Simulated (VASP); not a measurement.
Write the native input for VASP 6.6.1 that does the following.

| Property | Result |
| --- | --- |
| Task | single point |
| Functional | BLYP |
| Potentials or basis | VASP PAW PBE potentials, release 64 (Cd) |
| Cutoff | 520 eV |
| k mesh | 12 × 12 × 5 |
| Occupations | fermi-dirac, width 0.1 eV |
| Spin | non-collinear spin, zero start, spin-orbit coupling |
| Starting moments | [[0.0, 0.0, 0.0], [0.0, 0.0, 0.0]] μB |
| Dipole correction | no |
| Further INCAR settings | ALGO = Normal; EDIFF = 1e-06; NBANDS = 36 |

The structure of Cd lies in POSCAR:

```
Cd
1.0
    3.0972784574      0.0000000000      0.0000000000
   -1.5486392287      2.6823218267      0.0000000000
    0.0000000000      0.0000000000      6.4200636719
Cd
2
Direct
    0.3333333333      0.6666666667      0.2500000000
    0.6666666667      0.3333333333      0.7500000000
```

The input as run:

INCAR

```
PREC = Accurate
ENCUT = 520
EDIFF = 1E-6
ISMEAR = -1
SIGMA = 0.1
LREAL = F
LASPH = T
NELM = 150
ALGO = Normal
ISIF = 2
LWAVE = F
LCHARG = F
MAGMOM = 0 0 0 0 0 0
LORBIT = 11
LSORBIT = T
GGA_COMPAT = F
LORBMOM = T
GGA = B5
ALDAX = 1.0
AGGAX = 1.0
AGGAC = 1.0
ALDAC = 0.0
NBANDS = 36
```

KPOINTS

```
Automatic mesh
0
Gamma
  12 12 5
```

Potentials or basis: VASP PAW PBE potentials, release 64 (Cd).

The run is started by

```sh
$ cat potpaw_PBE.64/Cd/POTCAR > POTCAR
$ mpirun -np 1 vasp_ncl > vasp.out
```

It gave:

The pressure is 0.0 GPa, the net moment is 0.00 μB per cell and the valence electrons inside the program's atomic spheres are Cd 10.29.

Caveat: the PAW data sets were made with another functional, which shifts forces and pressure a little.

Run time: 73 s on 1 thread of Intel(R) Xeon(R) 6975P-C (Granite Rapids) (shared host), peak memory 0.36 GiB.
